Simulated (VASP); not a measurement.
Write the native input for VASP 6.6.1 that does the following.

```yaml
Task: single point
Functional: PBE
Potentials_or_basis: VASP PAW PBE potentials, release 64 (Si, As)
Cutoff: 520 eV
k_mesh: 12 × 12 × 12
Occupations: gaussian, width 0.1 eV
Spin: no spin polarisation
Dipole_correction: no
Further_INCAR_settings: ALGO = Normal; EDIFF = 1e-06; NBANDS = 16
```

The structure of Si3As lies in POSCAR:

```
Si3As
1.0
   -2.5784221426      2.5784221426      2.5784221426
    2.5784221426     -2.5784221426      2.5784221426
    2.5784221426      2.5784221426     -2.5784221426
Si As
3 1
Direct
    0.0000000000      0.5000000000      0.5000000000
    0.5000000000      0.0000000000      0.5000000000
    0.5000000000      0.5000000000      0.0000000000
    0.0000000000      0.0000000000      0.0000000000
```

These files were run (other wordings do the same):

INCAR

```
PREC = Accurate
ENCUT = 520
EDIFF = 1E-6
ISMEAR = 0
SIGMA = 0.1
LREAL = F
LASPH = T
NELM = 100
ALGO = Normal
ISIF = 2
LWAVE = F
LCHARG = F
GGA = PE
NBANDS = 16
```

KPOINTS

```
Automatic mesh
0
Gamma
  12 12 12
```

Potentials or basis: VASP PAW PBE potentials, release 64 (Si, As).

Launch:

```console
$ cat potpaw_PBE.64/Si/POTCAR potpaw_PBE.64/As/POTCAR > POTCAR
$ mpirun -np 1 vasp_std > vasp.out
```

Results of the run:

```
Pressure : 0.1 GPa
```

It took 49 s on 1 thread of Intel(R) Xeon(R) Platinum 8259CL CPU @ 2.50GHz (Skylake/Cascade Lake), on a shared host, peak memory 0.24 GiB.
